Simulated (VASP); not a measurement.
A run of VASP 6.6.1 is set up as follows.

Contents of INCAR:

```
SYSTEM = Ir5Rh
ALGO = Fast
EDIFF = 1E-6
EDIFFG = -0.01
ENCUT = 600
GGA = PE
IBRION = 2
ISIF = 3
ISMEAR = 0
LASPH = .TRUE.
LCHARG = .FALSE.
LREAL = .FALSE.
LWAVE = .FALSE.
NELM = 60
NSW = 100
PREC = Accurate
SIGMA = 0.1
```

File KPOINTS:

```
k-points
0
G
  14 14 4
  0 0 0
```

The input POSCAR:

```
Ir5Rh
1.0
    2.7429323869      0.0000000000      0.0000000000
    0.0000000000      2.7429323869      0.0000000000
    0.0000000000      0.0000000000     11.4931665639
Ir Rh
5 1
Direct
    0.0000000000      0.0000000000      0.8327732754
    0.0000000000      0.0000000000      0.1672267246
    0.5000000000      0.5000000000      0.3321161732
    0.0000000000      0.0000000000      0.5000000000
    0.5000000000      0.5000000000      0.6678838268
    0.5000000000      0.5000000000      0.0000000000
```

Potentials or basis: VASP PAW PBE potentials, release 64 (Ir, Rh_pv).

Launch:

```console
$ cat potpaw_PBE.64/Ir/POTCAR potpaw_PBE.64/Rh_pv/POTCAR > POTCAR
$ mpirun -np 1 vasp_std > vasp.out
```

Predict the space group after relaxing (to 0.1 Å).

P4/mmm (No. 123).

What does it give for the band gap on the k mesh?

Zero (bands 30 and 31 overlap by 2.67 eV).

Estimate the relaxed cell.

a = 2.734 Å, b = 2.734 Å, c = 11.593 Å, α = 90.00°, β = 90.00°, γ = 90.00°.

Final structure:
```
Ir Rh
1.0
     2.73393    0.00000    0.00000
     0.00000    2.73393    0.00000
     0.00000    0.00000   11.59313
Ir Rh
5 1
Cartesian
  0.0000 0.0000 9.6570
  2.7339 0.0000 1.9361
  1.3670 1.3670 3.8514
  2.7339 0.0000 5.7966
  1.3670 1.3670 7.7417
  1.3670 1.3670 0.0000
```

Caveat: spin-orbit coupling is left out, which moves the levels of the heavy elements.
